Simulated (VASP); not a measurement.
# C21O in VASP: single point with PBE

Aim: the single point of C21O with PBE.

Everything below comes from runs of VASP 6.6.1. Logs are shortened: lines on timing, memory, paths and dates and some standing lists are left out, and cuts for length are marked.

**1. The cell of the first run**

The cell holds a slab with vacuum, 22 atoms: a = 5.051 Å, b = 3.572 Å, c = 21.529 Å, α = 90.00°, β = 90.00°, γ = 90.00°.

**2. Single point, PBE**

INCAR reads:

```
SYSTEM = C21O
  PREC = Accurate
  ENCUT = 520
  EDIFF = 1E-6
  ISMEAR = 0
  SIGMA = 0.05
  LREAL = Auto
  LASPH = .TRUE.
  NELM = 80
  ALGO = Normal
  ISIF = 2
  LWAVE = .FALSE.
  LCHARG = .TRUE.
  LDIPOL = .TRUE.
  IDIPOL = 3
  DIPOL = 0.5 0.5 0.320
  GGA = PE
  LELF = .TRUE.
  LVHAR = .TRUE.
  LVACPOTAV = .TRUE.
  NBANDS = 62
```

KPOINTS reads:

```
Automatic mesh
0
G
  5 8 1
  0 0 0
```

POSCAR reads:

```
C21O
1.0
    5.0509324483      0.0000000000      0.0000000000
    0.0000000000      3.5715485855      0.0000000000
    0.0000000000      0.0000000000     21.5290412190
C O
21 1
Direct
    0.2500000000      0.0000000000      0.1857955475
    0.7500000000      0.0000000000      0.1857955475
    0.0000000000      0.2500000000      0.1857955475
    0.5000000000      0.2500000000      0.1857955475
    0.0000000000      0.5000000000      0.2444480949
    0.5000000000      0.5000000000      0.2444480949
    0.2500000000      0.7500000000      0.2444480949
    0.7500000000      0.7500000000      0.2444480949
    0.2500000000      0.0024640200      0.3028262705
    0.7500000000      0.0024640200      0.3028262705
    0.0000000000      0.2475359800      0.3028262705
    0.5000000000      0.2475359800      0.3028262705
    0.0000000000      0.5097084338      0.3631087774
    0.5000000000      0.5097084338      0.3631087774
    0.2500000000      0.7402915662      0.3631087774
    0.7500000000      0.7402915662      0.3631087774
    0.2500000000      0.0294931932      0.4124215811
    0.7500000000      0.0294931932      0.4124215811
    0.0000000000      0.2205068068      0.4124215811
    0.5000000000      0.2205068068      0.4124215811
    0.3750000000      0.0294931932      0.4755975755
    0.3750000000      0.0294931932      0.5303472818
```

Potentials or basis: VASP PAW PBE potentials, release 64 (C, O).

Command:

```
> cat potpaw_PBE.64/C/POTCAR potpaw_PBE.64/O/POTCAR > POTCAR
> mpirun -np 1 vasp_std > vasp.out
```

OUTCAR:

```text
SYSTEM = C21O
   PREC = Accurate
   ENCUT = 520
   EDIFF = 1E-6
   ISMEAR = 0
   LREAL = Auto
   LASPH = .TRUE.
   NELM = 80
   ISIF = 2
   GGA = PE

 ion  position               nearest neighbor table
   1  0.250  0.000  0.186-   7 1.55   4 1.55   3 1.55
   2  0.750  0.000  0.186-   8 1.55   4 1.55   3 1.55
   3  0.000  0.250  0.186-   5 1.55   2 1.55   1 1.55
   4  0.500  0.250  0.186-   6 1.55   2 1.55   1 1.55
   5  0.000  0.500  0.244-   3 1.55   7 1.55   8 1.55  11 1.55
   6  0.500  0.500  0.244-   4 1.55   7 1.55   8 1.55  12 1.55
   7  0.250  0.750  0.244-   1 1.55   5 1.55   6 1.55   9 1.55
   8  0.750  0.750  0.244-   2 1.55   5 1.55   6 1.55  10 1.55
   9  0.250  0.002  0.303-  11 1.54  12 1.54   7 1.55  15 1.60
  10  0.750  0.002  0.303-  11 1.54  12 1.54   8 1.55  16 1.60
  11  0.000  0.248  0.303-   9 1.54  10 1.54   5 1.55  13 1.60
  12  0.500  0.248  0.303-   9 1.54  10 1.54   6 1.55  14 1.60
  13  0.000  0.510  0.363-  19 1.48  16 1.51  15 1.51  11 1.60
  14  0.500  0.510  0.363-  20 1.48  16 1.51  15 1.51  12 1.60
  15  0.250  0.740  0.363-  17 1.48  14 1.51  13 1.51   9 1.60
  16  0.750  0.740  0.363-  18 1.48  14 1.51  13 1.51  10 1.60
  17  0.250  0.029  0.412-  19 1.44  20 1.44  15 1.48  21 1.50
  18  0.750  0.029  0.412-  19 1.44  20 1.44  16 1.48
  19  0.000  0.221  0.412-  17 1.44  18 1.44  13 1.48
  20  0.500  0.221  0.412-  17 1.44  18 1.44  14 1.48  21 1.65
  21  0.375  0.029  0.476-  22 1.18  17 1.50  20 1.65
  22  0.375  0.029  0.530-  21 1.18

  LATTYP: Found a simple orthorhombic cell.
 ALAT       =     3.5715485855
 B/A-ratio  =     1.4142135624
 C/A-ratio  =     6.0279289792

  Lattice vectors:

 A1 = (   0.0000000000,  -3.5715485855,   0.0000000000)
 A2 = (   5.0509324483,   0.0000000000,   0.0000000000)
 A3 = (   0.0000000000,   0.0000000000,  21.5290412190)

Analysis of symmetry for initial positions (statically):
=====================================================================
 Subroutine PRICEL returns:
 Original cell was already a primitive cell.

 Routine SETGRP: Setting up the symmetry group for a
 simple orthorhombic supercell.

 Subroutine GETGRP returns: Found  1 space group operations
 (whereof  1 operations were pure point group operations)
 out of a pool of  8 trial point group operations.

The static configuration has the point symmetry C_1 .

Analysis of symmetry for dynamics (positions and initial velocities):
=====================================================================
 Subroutine PRICEL returns:
 Original cell was already a primitive cell.

 Routine SETGRP: Setting up the symmetry group for a
 simple orthorhombic supercell.

 Subroutine GETGRP returns: Found  1 space group operations
 (whereof  1 operations were pure point group operations)
 out of a pool of  8 trial point group operations.

The dynamic configuration has the point symmetry C_1 .

 Subroutine INISYM returns: Found  1 space group operations
 (whereof  1 operations are pure point group operations),
 and found     1 'primitive' translations

----------------------------------------------------------------------------------------

                                     Primitive cell

  volume of cell :     388.3764

  direct lattice vectors                    reciprocal lattice vectors
     5.050932448  0.000000000  0.000000000     0.197983246  0.000000000  0.000000000
     0.000000000  3.571548585  0.000000000     0.000000000  0.279990591  0.000000000
     0.000000000  0.000000000 21.529041219     0.000000000  0.000000000  0.046448887

  length of vectors
     5.050932448  3.571548585 21.529041219     0.197983246  0.279990591  0.046448887

  position of ions in fractional coordinates (direct lattice)
     0.250000000  0.000000000  0.185795547
     0.750000000  0.000000000  0.185795547
     0.000000000  0.250000000  0.185795547
     0.500000000  0.250000000  0.185795547
     0.000000000  0.500000000  0.244448095
     0.500000000  0.500000000  0.244448095
[... 14 lines left out ...]
     0.375000000  0.029493193  0.475597575
     0.375000000  0.029493193  0.530347282

  ion indices of the primitive-cell ions
   primitive index   ion index
                 1           1
                 2           2
                 3           3
                 4           4
                 5           5
                 6           6
[... 14 lines left out ...]
                21          21
                22          22

----------------------------------------------------------------------------------------

 KPOINTS: Automatic mesh

Automatic generation of k-mesh.
 Grid dimensions read from file:
 generate k-points for:    5    8    1

 Generating k-lattice:

  Cartesian coordinates                     Fractional coordinates (reciprocal lattice)
     0.039596649  0.000000000  0.000000000     0.200000000  0.000000000  0.000000000
     0.000000000  0.034998824  0.000000000     0.000000000  0.125000000  0.000000000
     0.000000000  0.000000000  0.046448887     0.000000000  0.000000000  1.000000000

  Length of vectors
     0.039596649  0.034998824  0.046448887

  Shift w.r.t. Gamma in fractional coordinates (k-lattice)
     0.000000000  0.000000000  0.000000000

 Subroutine IBZKPT returns following result:
 ===========================================

 Found     21 irreducible k-points:

 Following reciprocal coordinates:
            Coordinates               Weight
  0.000000  0.000000  0.000000      1.000000
  0.200000  0.000000  0.000000      2.000000
  0.400000  0.000000  0.000000      2.000000
  0.000000  0.125000  0.000000      2.000000
  0.200000  0.125000  0.000000      2.000000
 -0.200000  0.125000  0.000000      2.000000
[... 13 lines left out ...]
  0.200000  0.500000  0.000000      2.000000
  0.400000  0.500000  0.000000      2.000000
   k-points           NKPTS =     21   k-points in BZ     NKDIM =     21   number of bands    NBANDS=     62
   number of dos      NEDOS =    301   number of ions     NIONS =     22
   total plane-waves  NPLWV = 179200
   dimension x,y,z NGX =    40 NGY =   28 NGZ =  160
   dimension x,y,z NGXF=    80 NGYF=   56 NGZF=  320
   ions per type =              21   1
   NGX,Y,Z   is equivalent  to a cutoff of  13.17, 13.03, 12.36 a.u.
   NGXF,Y,Z  is equivalent  to a cutoff of  26.33, 26.07, 24.71 a.u.
 SYSTEM =  C21O
   PREC   = accura    normal or accurate (medium, high low for compatibility)
   ISTART =      0    job   : 0-new  1-cont  2-samecut
   ICHARG =      2    charge: 1-file 2-atom 10-const
   ISPIN  =      1    spin polarized calculation?
   LNONCOLLINEAR =      F non collinear calculations
   LSORBIT =      F    spin-orbit coupling
   LASPH  =      T    aspherical Exc in radial PAW
   ENCUT  =  520.0 eV  38.22 Ry    6.18 a.u.   9.39  6.64 40.03*2*pi/ulx,y,z
   NELM   =     80;   NELMIN=  2; NELMDL= -5     # of ELM steps
   EDIFF  = 0.1E-05   stopping-criterion for ELM
   LREAL  =      T    real-space projection
   EDIFFG = 0.1E-04   stopping-criterion for IOM
   NSW    =      0    number of steps for IOM
   IBRION =     -1    ionic relax: 0-MD 1-quasi-New 2-CG
   NFREE  =      0    steps in history (QN), initial steepest desc. (CG)
   ISIF   =      2    stress and relaxation
   ISYM   =      2    0-nonsym 1-usesym 2-fastsym
   POTIM  = 0.5000    time-step for ionic-motion
   TEBEG  =    0.0;   TEEND  =   0.0 temperature during run
   PSTRESS=    0.0 pullay stress
   NELECT =      90.0000    total number of electrons
   NUPDOWN=      -1.0000    fix difference up-down
   EMIN   =  10.00;   EMAX   =-10.00  energy-range for DOS
   EFERMI =   0.00;   METHOD = LEGACY
   ISMEAR =     0;   SIGMA  =   0.05  broadening in eV -4-tet -1-fermi 0-gaus
   EFERMI_NEDOS =   21; number of points for ismear=-14 and -15
   IALGO  =     38    algorithm
   IMIX   =      4    mixing-type and parameters
     AMIX     =   0.40;   BMIX     =  1.00
     AMIX_MAG =   1.60;   BMIX_MAG =  1.00
  volume/ion in A,a.u.               =      17.65       119.13
  Fermi-wavevector in a.u.,A,eV,Ry     =   1.005552  1.900219 13.757337  1.011136
  Thomas-Fermi vector in A             =   2.138239
   LORBIT       =      0    0 simple, 1 ext, 2 COOP (PROOUT), +10 PAW based schemes
   GGA     = PE    functional components
   LHFCALC =     F    Hartree Fock is set to
   AEXX    =    0.0000 exact exchange contribution
   IVDW    =     0    specifies the selected vdW correction
   LEPSILON=     F    determine dielectric tensor
   LRPA    =     F    only Hartree local field effects (RPA)
 non-spin polarized calculation
 Gauss-broadening in eV      SIGMA  =   0.05
  energy-cutoff  :      520.00
  volume of cell :      388.38
 maximum number of plane-waves:     10508
 NGX is ok and might be reduce to    40
   NGX = 19   NGY = 13   NGZ = 81

 dipolmoment           0.000000      0.000000     -0.000377 electrons x Angstroem

 number of electron      90.0000008 magnetization

 dipolmoment           0.000000      0.000000      0.029591 electrons x Angstroem

 Free energy of the ion-electron system (eV)
  ---------------------------------------------------
  ext. energy  EPLUGINS =         0.00000000
  ---------------------------------------------------
  free energy    TOTEN  =      -183.06113905 eV

  energy without entropy =     -183.05612435  energy(sigma->0) =     -183.05863170

 E-fermi :  -0.9634     XC(G=0):  -5.2780

 val. band max:       -0.9890593825   @ k =   0.0000   0.2500   0.0000
 cond. band min:      -0.9467385551   @ k =   0.0000   0.2500   0.0000
 fundamental gap:      0.0423208274
 Fermi energy:        -0.9633829993

 k-point     1 :       0.0000    0.0000    0.0000
  band No.  band energies     occupation
      1     -23.9838      2.00000
      2     -22.5462      2.00000
      3     -20.8408      2.00000
      4     -18.6605      2.00000
      5     -18.0817      2.00000
      6     -17.8614      2.00000
[... 49 lines left out ...]
     56       5.0237      0.00000
     57       5.0933      0.00000

 k-point     2 :       0.2000    0.0000    0.0000
  band No.  band energies     occupation
      1     -23.9815      2.00000
      2     -22.3709      2.00000
      3     -20.6907      2.00000
      4     -19.6959      2.00000
      5     -18.3921      2.00000
      6     -17.6576      2.00000
[... 49 lines left out ...]
     56       4.9245      0.00000
     57       5.2231      0.00000

 k-point     3 :       0.4000    0.0000    0.0000
  band No.  band energies     occupation
      1     -23.9779      2.00000
      2     -21.8563      2.00000
      3     -20.9574      2.00000
      4     -20.1390      2.00000
      5     -19.2052      2.00000
      6     -17.6551      2.00000
[... 1013 lines left out ...]
  band No.  band energies     occupation
      1     -23.9348      2.00000
      2     -20.6025      2.00000
      3     -19.8496      2.00000
      4     -19.0854      2.00000
      5     -18.1808      2.00000
      6     -17.8727      2.00000
[... 49 lines left out ...]
     56       6.8189      0.00000
     57       6.9561      0.00000

 k-point    21 :       0.4000    0.5000    0.0000
  band No.  band energies     occupation
      1     -23.9334      2.00000
      2     -20.2217      2.00000
      3     -19.3317      2.00000
      4     -19.1565      2.00000
      5     -18.4862      2.00000
      6     -18.3651      2.00000
[... 49 lines left out ...]
     56       7.0503      0.00000
     57       7.2763      0.00000
 [bands above 57 left out]

------------------------ aborting loop because EDIFF is reached ----------------------------------------

  FORCE on cell =-STRESS in cart. coord.  units (eV):
  Direction    XX          YY          ZZ          XY          YZ          ZX
  --------------------------------------------------------------------------------------
  -------------------------------------------------------------------------------------
  Total       -3.7361341     11.4489423     -1.3996319      0.1165334      0.9018829     -0.6679536
  in kB      -15.4127533     47.2305647     -5.7739312      0.4807379      3.7205567     -2.7555233
  external PRESSURE =       8.6812934 kB  Pullay stress =       0.0000000 kB

 VOLUME and BASIS-vectors are now :
 -----------------------------------------------------------------------------
  energy-cutoff  :      520.00
  volume of cell :      388.38
      direct lattice vectors                 reciprocal lattice vectors
     5.050932448  0.000000000  0.000000000     0.197983246  0.000000000  0.000000000
     0.000000000  3.571548585  0.000000000     0.000000000  0.279990591  0.000000000
     0.000000000  0.000000000 21.529041219     0.000000000  0.000000000  0.046448887

 POSITION                                       TOTAL-FORCE (eV/Angst)
 -----------------------------------------------------------------------------------
      1.26273      0.00000      4.00000        -0.036038      4.629095      1.067475
      3.78820      0.00000      4.00000        -0.108811      4.310781      1.060751
      0.00000      0.89289      4.00000         0.099949     -4.336553      1.081527
      2.52547      0.89289      4.00000         0.045104     -4.636218      1.138997
      0.00000      1.78577      5.26273         0.020374      0.969961     -1.068038
      2.52547      1.78577      5.26273         0.028100      1.022796     -1.227851
[... 14 lines left out ...]
      1.89410      0.10534     10.23916        -0.627268      0.964337     -0.646489
      1.89410      0.10534     11.41787         0.077413     -0.301279      0.644358
 -----------------------------------------------------------------------------------
    total drift:                               -0.000767      0.000365     -0.011836

  FREE ENERGIE OF THE ION-ELECTRON SYSTEM (eV)
  ---------------------------------------------------
  free  energy   TOTEN  =      -183.0611390487 eV

  energy  without entropy=     -183.0561243461  energy(sigma->0) =     -183.05863170

 vacuum level on the upper side and lower side of the slab         5.367         5.071
```

Run time: 13 min. Hardware: 1 thread of Intel Xeon 6975P-C (Granite Rapids), shared host; peak memory 0.58 GiB.

What came out:

| Item | Value |
| --- | --- |
| Free energy | -183.0611 eV |
| Largest force | 4.774 eV/Å |
| Band gap on the k mesh | zero (bands 45 and 46 overlap by 0.24 eV) |

Forces in eV/Å, atoms in the order of the input:
```
C   -0.036  4.629  1.067
C   -0.109  4.311  1.061
C    0.100 -4.337  1.082
C    0.045 -4.636  1.139
C    0.020  0.970 -1.068
C    0.028  1.023 -1.228
C   -0.042 -0.990 -1.243
C   -0.008 -0.958 -1.071
C   -0.040 -0.356  0.256
C    0.045  0.076  0.115
C   -0.018  0.002 -0.166
C    0.001  0.222  0.126
C   -0.083 -0.511 -0.118
C    0.084 -0.041 -0.756
C   -0.207  0.336 -2.014
C    0.249  0.004 -0.281
C   -0.270 -3.881  1.827
C    1.338 -0.711  0.251
C   -2.283  1.155  0.252
C    1.735  3.032  0.771
C   -0.627  0.964 -0.646
O    0.077 -0.301  0.644
```

The gap in the log of VASP goes by the Fermi energy; the results here count the filled bands.